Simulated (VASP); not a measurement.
Set up this calculation in VASP 6.6.1, as the native input.

```
Task                   : single point
Functional             : PBE
Potentials or basis    : VASP PAW PBE potentials, release 64 (Ti_sv, H)
Cutoff                 : 520 eV
k mesh                 : 5 × 6 × 1
Occupations            : gaussian, width 0.1 eV
Spin                   : no spin polarisation
Dipole correction      : yes
Further INCAR settings : ALGO = Normal; EDIFF = 1e-06; NBANDS = 86
```

The structure of Ti6H lies in POSCAR:

```
Ti6H
1.0
    5.6639455763      0.0000000000      0.0000000000
    0.0000000000      4.5793473381      0.0000000000
    0.0000000000      0.0000000000     24.5506933039
Ti H
12 2
Direct
    0.2500000000      0.0000000000      0.1629281891
    0.7500000000      0.0000000000      0.1629281891
    0.0000000000      0.5000000000      0.2167736627
    0.5000000000      0.5000000000      0.2167736627
    0.2500000000      0.0000000000      0.2706191363
    0.7500000000      0.0000000000      0.2706191363
    0.2500000000      0.5000000000      0.3256599435
    0.7500000000      0.5000000000      0.3256599435
    0.0000000000      0.0000000000      0.3779650127
    0.5000000000      0.0000000000      0.3779650127
    0.2500000000      0.5000000000      0.4297513383
    0.7500000000      0.5000000000      0.4297513383
   -0.2339358636      0.0000000000      0.4871835250
    0.2339358636      0.0000000000      0.4871835250
```

One way to write it, as run:

INCAR

```
PREC = Accurate ; ENCUT = 520
EDIFF = 1E-6 ; ISMEAR = 0
SIGMA = 0.1 ; LREAL = F
LASPH = T ; NELM = 80
ALGO = Normal ; ISIF = 2
LWAVE = F ; LCHARG = F
LDIPOL = T ; IDIPOL = 3
DIPOL = 0.5 0.5 0.324 ; GGA = PE
NBANDS = 86
```

KPOINTS

```
regular mesh
0
Gamma
  5 6 1
```

Potentials or basis: VASP PAW PBE potentials, release 64 (Ti_sv, H).

Run with:

```sh
$ cat potpaw_PBE.64/Ti_sv/POTCAR potpaw_PBE.64/H/POTCAR > POTCAR
$ mpirun -np 1 vasp_std > vasp.out
```

Results of the run:

```yaml
Largest_force: 1.496 eV/Å
Band_gap_on_the_k_mesh: zero (bands 73 and 74 overlap by 0.22 eV)
```

It took 64 min on 1 thread of AMD EPYC 7R13 (shared host), peak memory 0.87 GiB.
